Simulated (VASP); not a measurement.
# Sn (Fd-3m) in VASP: vibrations by perturbation theory with PBE

Aim: the vibrations by perturbation theory of Sn with PBE.

All numbers are computed with VASP 6.6.1; they aren't measurements. Logs are shortened: lines on timing, memory, paths and dates and some standing lists are left out, and cuts for length are marked.

**1. The cell of the first run**

It takes space group Fd-3m (No. 227, cubic). The conventional cell has a = 6.324 Å, b = 6.324 Å, c = 6.324 Å, α = 90.00°, β = 90.00°, γ = 90.00°. Sn (site symmetry -43m) has 4 Sn at 2.74 Å within 3.6 Å.

This isn't the form of Sn at room conditions, which is tetragonal (white tin).

**2. Vibrations by perturbation theory, PBE**

INCAR

```
SYSTEM = Sn
  ALGO = Normal
  EDIFF = 1E-8
  ENCUT = 520
  GGA = PE
  IBRION = 8
  ISIF = 2
  ISMEAR = -1
  LASPH = .True.
  LCHARG = .False.
  LREAL = .False.
  LWAVE = .False.
  NBANDS = 21
  NELM = 80
  NSW = 1
  PREC = Accurate
  SIGMA = 0.15
```

KPOINTS

```
k-points
0
Gamma
  12 12 12
  0 0 0
```

POSCAR

```
Sn
1.0
    0.0000000000      3.1618651861      3.1618651861
    3.1618651861      0.0000000000      3.1618651861
    3.1618651861      3.1618651861      0.0000000000
Sn
2
Direct
    0.5000000000      0.5000000000      0.5000000000
    0.7500000000      0.7500000000      0.7500000000
```

Potentials or basis: VASP PAW PBE potentials, release 64 (Sn_d).

On the command line:

```
cat potpaw_PBE.64/Sn_d/POTCAR > POTCAR
mpirun -np 1 vasp_std > vasp.out
```

OUTCAR:

```text
SYSTEM = Sn
   EDIFF = 1E-8
   ENCUT = 520
   GGA = PE
   IBRION = 8
   ISIF = 2
   ISMEAR = -1
   LASPH = .True.
   LREAL = .False.
   NELM = 80
   NSW = 1
   PREC = Accurate

 ion  position               nearest neighbor table
   1  0.500  0.500  0.500-   2 2.74   2 2.74   2 2.74   2 2.74
   2  0.750  0.750  0.750-   1 2.74   1 2.74   1 2.74   1 2.74

  LATTYP: Found a face centered cubic cell.
 ALAT       =     6.3237303722

  Lattice vectors:

 A1 = (   0.0000000000,   3.1618651861,   3.1618651861)
 A2 = (   3.1618651861,   0.0000000000,   3.1618651861)
 A3 = (   3.1618651861,   3.1618651861,   0.0000000000)

Analysis of symmetry for initial positions (statically):
=====================================================================
 Subroutine PRICEL returns:
 Original cell was already a primitive cell.

 Routine SETGRP: Setting up the symmetry group for a
 face centered cubic supercell.

 Subroutine GETGRP returns: Found 48 space group operations
 (whereof 24 operations were pure point group operations)
 out of a pool of 48 trial point group operations.

The static configuration has the point symmetry T_d .
 The point group associated with its full space group is O_h .

Analysis of symmetry for dynamics (positions and initial velocities):
=====================================================================
 Subroutine PRICEL returns:
 Original cell was already a primitive cell.

 Routine SETGRP: Setting up the symmetry group for a
 face centered cubic supercell.

 Subroutine GETGRP returns: Found 48 space group operations
 (whereof 24 operations were pure point group operations)
 out of a pool of 48 trial point group operations.

The dynamic configuration has the point symmetry T_d .
 The point group associated with its full space group is O_h .

 Subroutine INISYM returns: Found 48 space group operations
 (whereof 24 operations are pure point group operations),
 and found     1 'primitive' translations

----------------------------------------------------------------------------------------

                                     Primitive cell

  volume of cell :      63.2208

  direct lattice vectors                    reciprocal lattice vectors
     0.000000000  3.161865186  3.161865186    -0.158134509  0.158134509  0.158134509
     3.161865186  0.000000000  3.161865186     0.158134509 -0.158134509  0.158134509
     3.161865186  3.161865186  0.000000000     0.158134509  0.158134509 -0.158134509

  length of vectors
     4.471552629  4.471552629  4.471552629     0.273897005  0.273897005  0.273897005

  position of ions in fractional coordinates (direct lattice)
     0.500000000  0.500000000  0.500000000
     0.750000000  0.750000000  0.750000000

  ion indices of the primitive-cell ions
   primitive index   ion index
                 1           1
                 2           2

----------------------------------------------------------------------------------------

 KPOINTS: k-points

Automatic generation of k-mesh.
 Grid dimensions read from file:
 generate k-points for:   12   12   12

 Generating k-lattice:

  Cartesian coordinates                     Fractional coordinates (reciprocal lattice)
    -0.013177876  0.013177876  0.013177876     0.083333333  0.000000000  0.000000000
     0.013177876 -0.013177876  0.013177876     0.000000000  0.083333333  0.000000000
[... 64 lines left out ...]
   ISIF   =      2    stress and relaxation
   ISYM   =      2    0-nonsym 1-usesym 2-fastsym
   POTIM  = 0.5000    time-step for ionic-motion
   TEBEG  =    0.0;   TEEND  =   0.0 temperature during run
   PSTRESS=    0.0 pullay stress
   NELECT =      28.0000    total number of electrons
   NUPDOWN=      -1.0000    fix difference up-down
   EMIN   =  10.00;   EMAX   =-10.00  energy-range for DOS
   EFERMI =   0.00;   METHOD = LEGACY
   ISMEAR =    -1;   SIGMA  =   0.15  broadening in eV -4-tet -1-fermi 0-gaus
   EFERMI_NEDOS =   21; number of points for ismear=-14 and -15
   IALGO  =     38    algorithm
   IMIX   =      4    mixing-type and parameters
     AMIX     =   0.40;   BMIX     =  1.00
     AMIX_MAG =   1.60;   BMIX_MAG =  1.00
  volume/ion in A,a.u.               =      31.61       213.32
  Fermi-wavevector in a.u.,A,eV,Ry     =   1.247884  2.358159 21.187184  1.557214
  Thomas-Fermi vector in A             =   2.381996
   LORBIT       =      0    0 simple, 1 ext, 2 COOP (PROOUT), +10 PAW based schemes
   GGA     = PE    functional components
[... 5 lines left out ...]
 non-spin polarized calculation
  energy-cutoff  :      520.00
  volume of cell :       63.22
 maximum number of plane-waves:      1731
 NGX is ok and might be reduce to    36
   NGX = 17   NGY = 17   NGZ = 17

--------------------------------------- Ionic step        1  -------------------------------------------

 number of electron      28.0000000 magnetization

 Free energy of the ion-electron system (eV)
  ---------------------------------------------------
  ext. energy  EPLUGINS =         0.00000000
  ---------------------------------------------------
  free energy    TOTEN  =        -7.47397927 eV

  energy without entropy =       -7.46349832  energy(sigma->0) =       -7.46873879

 E-fermi :   6.6177     XC(G=0):  -9.2234

 val. band max:        6.5890132982   @ k =   0.0000   0.0000   0.0000
 cond. band min:       6.6579063097   @ k =   0.5000   0.0000   0.0000
 fundamental gap:      0.0688930115
 Fermi energy:         6.6176637142

 k-point     1 :       0.0000    0.0000    0.0000
  band No.  band energies     occupation
      1     -15.3608      2.00000
      2     -15.3608      2.00000
      3     -15.3608      2.00000
      4     -15.2896      2.00000
      5     -15.2896      2.00000
      6     -14.9110      2.00000
[... 565 lines left out ...]
     20      14.5226      0.00000
     21      14.7259      0.00000

 [... further k-points ...]

------------------------ aborting loop because EDIFF is reached ----------------------------------------

  FORCE on cell =-STRESS in cart. coord.  units (eV):
  Direction    XX          YY          ZZ          XY          YZ          ZX
  --------------------------------------------------------------------------------------
  -------------------------------------------------------------------------------------
  Total        3.1288252      3.1288252      3.1288252      0.0000000      0.0000000      0.0000000
  in kB       79.2924498     79.2924498     79.2924498      0.0000000      0.0000000      0.0000000
  external PRESSURE =      79.2924498 kB  Pullay stress =       0.0000000 kB

 VOLUME and BASIS-vectors are now :
 -----------------------------------------------------------------------------
  energy-cutoff  :      520.00
  volume of cell :       63.22
      direct lattice vectors                 reciprocal lattice vectors
     0.000000000  3.161865186  3.161865186    -0.158134509  0.158134509  0.158134509
     3.161865186  0.000000000  3.161865186     0.158134509 -0.158134509  0.158134509
     3.161865186  3.161865186  0.000000000     0.158134509  0.158134509 -0.158134509

 POSITION                                       TOTAL-FORCE (eV/Angst)
 -----------------------------------------------------------------------------------
      3.16187      3.16187      3.16187         0.000000      0.000000      0.000000
      4.74280      4.74280      4.74280        -0.000000     -0.000000     -0.000000
 -----------------------------------------------------------------------------------
    total drift:                                0.000000      0.000000      0.000000

  FREE ENERGIE OF THE ION-ELECTRON SYSTEM (eV)
  ---------------------------------------------------
  free  energy   TOTEN  =        -7.4739792713 eV

  energy  without entropy=       -7.4634983166  energy(sigma->0) =       -7.46873879

[... ionic steps 2 to 3 ...]

--------------------------------------- Ionic step        4  -------------------------------------------

 Free energy of the ion-electron system (eV)
  ---------------------------------------------------
  ---------------------------------------------------
  free energy    TOTEN  =        -0.21997246 eV

  energy without entropy =       -0.21997246

------------------------ aborting loop because EDIFF is reached ----------------------------------------

 INTERNAL STRAIN TENSOR  FOR ION    1  DIRECTION 1   (eV/Angst):
 -----------------------------------------------------------------------------
    -0.00974  0.00000  0.00000
     0.00000  0.00577 12.38948
     0.00000 12.38948  0.00577

 INTERNAL STRAIN TENSOR FOR ION    2 for displacements in x,y,z  (eV/Angst):
          X           Y           Z          XY          YZ          ZX
  --------------------------------------------------------------------------------
  x     0.00000     0.00000     0.00000     0.00000   -12.38948     0.00000
  y     0.00000    -0.00000     0.00000     0.00000     0.00000   -12.38948
  z     0.00000     0.00000     0.00000   -12.38948     0.00000     0.00000

 SECOND DERIVATIVES (NOT SYMMETRIZED)
 ------------------------------------
               1X          1Y          1Z          2X          2Y          2Z
  1X    -9.736705    0.000000    0.000000    9.736705    0.000000    0.000000
  1Y     0.000000   -9.736705    0.000000    0.000000    9.736705    0.000000
  1Z     0.000000    0.000000   -9.736705    0.000000    0.000000    9.736705
  2X     9.736705    0.000000    0.000000   -9.736705    0.000000    0.000000
  2Y     0.000000    9.736705    0.000000    0.000000   -9.736705    0.000000
  2Z     0.000000    0.000000    9.736705    0.000000    0.000000   -9.736705

 Eigenvectors and eigenvalues of the dynamical matrix
 ----------------------------------------------------

   1 f  =    6.331813 THz    39.783955 2PiTHz  211.206549 cm-1    26.186263 meV
             X         Y         Z           dx          dy          dz
      3.161865  3.161865  3.161865     0.000000   -0.707107    0.000000
      4.742798  4.742798  4.742798     0.000000    0.707107    0.000000
[... 21 lines left out ...]
   6 f  =    0.000000 THz     0.000000 2PiTHz    0.000000 cm-1     0.000000 meV
             X         Y         Z           dx          dy          dz
      3.161865  3.161865  3.161865     0.000000    0.000000    0.707107
      4.742798  4.742798  4.742798     0.000000    0.000000    0.707107

--------------------------------------------------------------------------------------------------------

 ELASTIC MODULI CONTR FROM IONIC RELAXATION (kBar)
 Direction    XX          YY          ZZ          XY          YZ          ZX
 --------------------------------------------------------------------------------
 XX          -0.0000      0.0000      0.0000      0.0000      0.0000      0.0000
 YY           0.0000     -0.0000      0.0000      0.0000      0.0000     -0.0000
 ZZ           0.0000      0.0000     -0.0000      0.0000      0.0000      0.0000
 XY           0.0000      0.0000      0.0000   -399.5256      0.0000      0.0000
 YZ           0.0000      0.0000      0.0000      0.0000   -399.5256      0.0000
 ZX           0.0000     -0.0000      0.0000      0.0000      0.0000   -399.5256
 --------------------------------------------------------------------------------
```

Run time: 14 min. Hardware: 1 thread of Intel Xeon Platinum 8488C (Sapphire Rapids), shared host; peak memory 0.77 GiB.

What came out:

* Highest phonon frequency at Γ: 211 cm⁻¹

Phonon frequencies in cm⁻¹ (negative: imaginary):
| q point | frequencies |
| --- | --- |
| (0.000, 0.000, 0.000) | 0 0 0 211 211 211 |

Caveat: the cell stands under pressure or tension, which shifts response properties; spin-orbit coupling is left out, which moves the levels of the heavy elements.
